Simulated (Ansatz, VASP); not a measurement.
**MgF2: VASP beside Ansatz**

```
Mg F
1.0
     4.71446    0.00000    0.00000
     0.00000    4.71446    0.00000
     0.00000    0.00000    3.10703
Mg F
2 4
Cartesian
  0.0000 0.0000 0.0000
  2.3572 2.3572 1.5535
  1.4347 1.4347 0.0000
  0.9225 3.7919 1.5535
  3.7919 0.9225 1.5535
  3.2797 3.2797 0.0000
```

Change from the starting cell: hydrostatic strain +2.0%.

Alike in both runs: task single point; functional r2SCAN; k mesh 6 × 6 × 8; no spin polarisation.

```csv
,VASP,Ansatz
version,VASP 6.6.1,Ansatz 0.2.0
potentials or method,"VASP PAW PBE potentials, release 64 (Mg, F)","plane waves, PAW"
plane-wave cutoff (eV),660,500
occupations,"gaussian, width 0.01 eV",fixed
valence electrons in the cell,32,48
```

Ansatz gave:

- gap on the k mesh at the Fermi level (eV): 7.66
- pressure (GPa): -5.5
- traceless stress, the component that is largest in VASP (GPa): -0.49
- rms of the force components (eV/Å): 0.000

Q: Estimate VASP's values.

A: gap on the k mesh at the Fermi level (eV): 7.62; pressure (GPa): -6.9; traceless stress, the component that is largest in VASP (GPa): -0.59; rms of the force components (eV/Å): 0.003.

VASP's potentials were made for PBE, not for r2SCAN. Atom by atom the forces differ by 0.003 eV/Å (rms over components). VASP's potentials hold 32 valence electrons a cell and Ansatz's 48, so a difference there can come from the potentials and not from the codes.
